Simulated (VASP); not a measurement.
# Ga9P8 (a cell with a defect) in VASP: notebook, part 2 of 2

VASP 6.6.1.

### 3 Single point, PBE

INCAR reads:

```
PREC     = Accurate       # precision mode
ENCUT    = 520            # plane-wave cutoff, eV
EDIFF    = 1E-6           # SCF threshold, eV
ISMEAR   = 0              # smearing method
SIGMA    = 0.02           # smearing width, eV
LREAL    = Auto         
LASPH    = T              # aspherical terms in the spheres
NELM     = 80             # most SCF steps
ALGO     = Normal         # electronic algorithm
ISIF     = 2              # what is computed and relaxed
LWAVE    = F              # write WAVECAR
LCHARG   = F              # write CHGCAR
GGA      = PE             # functional
NBANDS   = 92             # bands
```

KPOINTS reads:

```
regular mesh
0
Gamma
  2 2 2
```

POSCAR reads:

```
Ga9P8
1.0
    0.0000000000      5.5051169748     -5.5051169748
    5.5051169748      5.5051169748      0.0000000000
    5.5051169748      0.0000000000     -5.5051169748
Ga P
9 8
Direct
    0.4834230612      0.4834515801      0.0395558352
    0.4875554892      0.0012873478     -0.0036567797
    1.0013048815      0.4875345088     -0.0036550540
    0.9837985323     -0.0162031071     -0.0213156234
    0.5386242497      0.5386013619      0.5336839369
    0.4833610280      0.0447376506      0.4783099091
    1.0447564559      0.4833098937      0.4783634048
    1.0014596466      0.0014303965      0.4823936552
    0.6928459500      0.6928570306      0.6876253524
    0.4016261616      0.4015958262      0.3964798586
    0.3736322969      0.8941885381      0.3685028873
    0.8942169662      0.3735991459      0.3685156935
    0.8833684229      0.8833344545      0.3450730491
    0.3735013278      0.3734824363      0.8893079879
    0.3501394264      0.8832903138      0.8782126742
    0.8832755094      0.3501347944      0.8782223924
    0.8598560252      0.8598351355      0.8546479614
```

Potentials or basis: VASP PAW PBE potentials, release 64 (Ga_d, P).

Launch:

```console
> cat potpaw_PBE.64/Ga_d/POTCAR potpaw_PBE.64/P/POTCAR > POTCAR
> mpirun -np 1 vasp_std > vasp.out
```

OUTCAR:

```text
PREC = Accurate
   ENCUT = 520
   EDIFF = 1E-6
   ISMEAR = 0
   LREAL = Auto
   LASPH = T
   NELM = 80
   ISIF = 2
   GGA = PE

 ion  position               nearest neighbor table
   1  0.483  0.483  0.040-  10 2.32  14 2.36  15 2.55  16 2.55   9 2.56
   2  0.488  0.001  0.996-  11 2.37  14 2.37  15 2.38  17 2.38
   3  0.001  0.488  0.996-  12 2.37  14 2.37  16 2.38  17 2.38
   4  0.984  0.984  0.979-  16 2.35  15 2.35  13 2.35  17 2.36
   5  0.539  0.539  0.534-  11 2.35  12 2.35  14 2.35  10 2.61
   6  0.483  0.045  0.478-  10 2.32  11 2.36  15 2.55  13 2.55   9 2.56
   7  0.045  0.483  0.478-  10 2.32  12 2.36  16 2.55  13 2.55   9 2.56
   8  0.001  0.001  0.482-  12 2.37  11 2.37  13 2.38  17 2.38
   9  0.693  0.693  0.688-  13 2.41  15 2.41  16 2.41   6 2.56   7 2.56   1 2.56
  10  0.402  0.402  0.396-   6 2.32   7 2.32   1 2.32   5 2.61
  11  0.374  0.894  0.369-   5 2.35   6 2.36   2 2.37   8 2.37
  12  0.894  0.374  0.369-   5 2.35   7 2.36   8 2.37   3 2.37
  13  0.883  0.883  0.345-   4 2.35   8 2.38   9 2.41   6 2.55   7 2.55
  14  0.374  0.373  0.889-   5 2.35   1 2.36   2 2.37   3 2.37
  15  0.350  0.883  0.878-   4 2.35   2 2.38   9 2.41   1 2.55   6 2.55
  16  0.883  0.350  0.878-   4 2.35   3 2.38   9 2.41   1 2.55   7 2.55
  17  0.860  0.860  0.855-   4 2.36   8 2.38   3 2.38   2 2.38

  LATTYP: Found a face centered cubic cell.
 ALAT       =    11.0102339496

  Lattice vectors:

 A1 = (   0.0000000000,   5.5051169748,  -5.5051169748)
 A2 = (   5.5051169748,   5.5051169748,   0.0000000000)
 A3 = (   5.5051169748,   0.0000000000,  -5.5051169748)

Analysis of symmetry for initial positions (statically):
=====================================================================
 Subroutine PRICEL returns:
 Original cell was already a primitive cell.

 Routine SETGRP: Setting up the symmetry group for a
 face centered cubic supercell.

 Subroutine GETGRP returns: Found  1 space group operations
 (whereof  1 operations were pure point group operations)
[... 153 lines left out ...]
   LORBIT       =      0    0 simple, 1 ext, 2 COOP (PROOUT), +10 PAW based schemes
   GGA     = PE    functional components
   LHFCALC =     F    Hartree Fock is set to
   AEXX    =    0.0000 exact exchange contribution
   IVDW    =     0    specifies the selected vdW correction
   LEPSILON=     F    determine dielectric tensor
   LRPA    =     F    only Hartree local field effects (RPA)
 non-spin polarized calculation
 Gauss-broadening in eV      SIGMA  =   0.02
  energy-cutoff  :      520.00
  volume of cell :      333.68
 maximum number of plane-waves:      9089
 NGX is ok and might be reduce to    60
   NGX = 29   NGY = 29   NGZ = 29

 number of electron     157.0000004 magnetization

 Free energy of the ion-electron system (eV)
  ---------------------------------------------------
  ext. energy  EPLUGINS =         0.00000000
  ---------------------------------------------------
  free energy    TOTEN  =       -70.95473140 eV

  energy without entropy =      -70.95472808  energy(sigma->0) =      -70.95472974

 E-fermi :   5.8675     XC(G=0): -10.0406

 val. band max:        5.8117480517   @ k =   0.5000   0.5000   0.0000
 cond. band min:       5.9196134962   @ k =   0.5000   0.5000   0.5000
 fundamental gap:      0.1078654445
 Fermi energy:         5.8675467545

 k-point     1 :       0.0000    0.0000    0.0000
  band No.  band energies     occupation
      1      -9.8967      2.00000
      2      -9.8568      2.00000
      3      -9.8567      2.00000
      4      -9.8337      2.00000
      5      -9.8089      2.00000
      6      -9.8086      2.00000
[... 733 lines left out ...]
     89       9.1271      0.00000
     90       9.1661      0.00000
 [bands above 90 left out]

------------------------ aborting loop because EDIFF is reached ----------------------------------------

  FORCE on cell =-STRESS in cart. coord.  units (eV):
  Direction    XX          YY          ZZ          XY          YZ          ZX
  --------------------------------------------------------------------------------------
  -------------------------------------------------------------------------------------
  Total        9.7638725      9.7641317      9.7644819     -2.2312164      2.2321707      2.2382729
  in kB       46.8816653     46.8829099     46.8845918    -10.7132844     10.7178661     10.7471662
  external PRESSURE =      46.8830557 kB  Pullay stress =       0.0000000 kB

 VOLUME and BASIS-vectors are now :
 -----------------------------------------------------------------------------
  energy-cutoff  :      520.00
  volume of cell :      333.68
      direct lattice vectors                 reciprocal lattice vectors
     0.000000000  5.505116975 -5.505116975    -0.090824591  0.090824591 -0.090824591
     5.505116975  5.505116975  0.000000000     0.090824591  0.090824591  0.090824591
     5.505116975  0.000000000 -5.505116975     0.090824591 -0.090824591 -0.090824591

 POSITION                                       TOTAL-FORCE (eV/Angst)
 -----------------------------------------------------------------------------------
      2.87922      5.32276     -2.87906         0.006583     -0.014978     -0.006610
      5.49207      2.69114     -8.16904         0.000444     -0.000898      0.003306
      8.16893      2.69112     -5.49218        -0.003235     -0.001232     -0.000789
     10.80369     10.83184    -10.80370         0.001137     -0.002288     -0.001432
      5.90306      5.93025     -5.90318         0.006892      0.003362     -0.007213
      2.87944      2.90724     -5.29411         0.004406      0.006503      0.012377
[... 9 lines left out ...]
      6.76225      6.79007     -9.69725         0.000540      0.002023     -0.004863
      9.43843      9.46710     -9.43854         0.001253     -0.001359     -0.001201
 -----------------------------------------------------------------------------------
    total drift:                               -0.003356     -0.003568      0.004023

  FREE ENERGIE OF THE ION-ELECTRON SYSTEM (eV)
  ---------------------------------------------------
  free  energy   TOTEN  =       -70.9547314030 eV

  energy  without entropy=      -70.9547280837  energy(sigma->0) =      -70.95472974
```

OSZICAR:

```text
N       E                     dE             d eps       ncg     rms          rms(c)
DAV:   1     0.179960283173E+04    0.17996E+04   -0.66296E+04  1596   0.262E+03
DAV:   2     0.337668611104E+03   -0.14619E+04   -0.14134E+04  1480   0.753E+02
DAV:   3    -0.345334055309E+02   -0.37220E+03   -0.35288E+03  1784   0.238E+02
DAV:   4    -0.701368982778E+02   -0.35603E+02   -0.34377E+02  1672   0.702E+01
DAV:   5    -0.731497964512E+02   -0.30129E+01   -0.29944E+01  2168   0.202E+01    0.127E+01
DAV:   6    -0.711156781563E+02    0.20341E+01   -0.46463E+00  2168   0.202E+01    0.766E+00
DAV:   7    -0.709531936711E+02    0.16248E+00   -0.24971E+00  1760   0.668E+00    0.273E+00
DAV:   8    -0.709484725207E+02    0.47212E-02   -0.55087E-01  1840   0.924E+00    0.743E-01
DAV:   9    -0.709531765467E+02   -0.47040E-02   -0.86309E-02  1712   0.347E+00    0.253E-01
DAV:  10    -0.709533245902E+02   -0.14804E-03   -0.22900E-02  2160   0.156E+00    0.159E-01
DAV:  11    -0.709542695096E+02   -0.94492E-03   -0.76486E-03  1648   0.764E-01    0.915E-02
DAV:  12    -0.709546285325E+02   -0.35902E-03   -0.17572E-03  1680   0.533E-01    0.269E-02
DAV:  13    -0.709546866092E+02   -0.58077E-04   -0.54608E-04  1912   0.293E-01    0.138E-02
DAV:  14    -0.709547229051E+02   -0.36296E-04   -0.30830E-04  1992   0.137E-01    0.851E-03
DAV:  15    -0.709547292466E+02   -0.63415E-05   -0.44400E-05  1680   0.733E-02    0.421E-03
DAV:  16    -0.709547312528E+02   -0.20063E-05   -0.20613E-05  1944   0.282E-02    0.178E-03
DAV:  17    -0.709547314030E+02   -0.15013E-06   -0.11468E-06  1048   0.157E-02
   1 F= -.70954731E+02 E0= -.70954730E+02  d E =-.331929E-05
```

stdout:

```text
POSCAR found type information on POSCAR GaP
 POSCAR found :  2 types and      17 ions
 scaLAPACK will be used
 LDA part: xc-table for (Slater+PW92), standard interpolation
 POSCAR, INCAR and KPOINTS ok, starting setup
 FFT: planning ... GRIDC
 FFT: planning ... GRID_SOFT
 FFT: planning ... GRID
 WAVECAR not read
 entering main loop
```

Run time: 5.6 min. Hardware: 1 thread of Intel Xeon 6975P-C (Granite Rapids), shared host; peak memory 0.54 GiB.

What came out:

| Property | Result |
| --- | --- |
| Free energy | -70.9547 eV |
| Pressure | 4.7 GPa |
| Largest force | 0.018 eV/Å |
| Band gap on the k mesh | zero (an odd number of electrons rules out a gap without spin polarisation) |

Forces in eV/Å, atoms in the order of the input:
```
Ga   0.007 -0.015 -0.007
Ga   0.000 -0.001  0.003
Ga  -0.003 -0.001 -0.001
Ga   0.001 -0.002 -0.001
Ga   0.007  0.003 -0.007
Ga   0.004  0.007  0.012
Ga  -0.013  0.006 -0.004
Ga  -0.002 -0.001  0.003
Ga   0.003  0.001 -0.004
P   -0.007 -0.006  0.007
P   -0.003 -0.003 -0.005
P    0.006 -0.002  0.003
P   -0.004  0.005  0.004
P   -0.002  0.007  0.003
P    0.005  0.002  0.000
P    0.001  0.002 -0.005
P    0.001 -0.001 -0.001
```

Levels at points of the mesh, in eV from the Fermi level:
| k point | band 74 | band 75 | band 76 | band 77 | band 78 | band 79 | band 80 | band 81 | band 82 | band 83 |
| --- | --- | --- | --- | --- | --- | --- | --- | --- | --- | --- |
| (0.00, 0.00, 0.00) | -1.95 | -1.91 | -1.17 | -1.17 | -1.11 | -0.95 | 0.13 | 0.13 | 0.26 | 0.39 |
| (0.50, 0.00, 0.00) | -1.89 | -1.85 | -1.81 | -1.79 | -0.39 | -0.17 | 0.56 | 0.92 | 1.13 | 1.14 |
| (0.00, 0.50, 0.00) | -1.89 | -1.85 | -1.81 | -1.79 | -0.39 | -0.17 | 0.56 | 0.92 | 1.13 | 1.14 |
| (0.00, 0.00, 0.50) | -1.89 | -1.85 | -1.81 | -1.79 | -0.39 | -0.17 | 0.56 | 0.92 | 1.13 | 1.14 |
| (0.50, 0.50, 0.50) | -1.82 | -1.82 | -1.68 | -1.67 | -1.01 | 0.05 | 0.80 | 0.80 | 0.87 | 0.95 |
| (0.50, 0.50, 0.00) | -2.58 | -2.32 | -2.20 | -2.17 | -0.06 | 0.45 | 0.96 | 1.42 | 1.68 | 1.85 |
| (0.00, 0.50, 0.50) | -2.58 | -2.32 | -2.20 | -2.17 | -0.06 | 0.45 | 0.96 | 1.42 | 1.68 | 1.85 |
| (0.50, 0.00, 0.50) | -2.58 | -2.32 | -2.20 | -2.17 | -0.06 | 0.45 | 0.96 | 1.42 | 1.68 | 1.85 |

Caveat: the k points lie up to 0.49 Å⁻¹ apart, too coarse for converged energies and pressures of a metal.
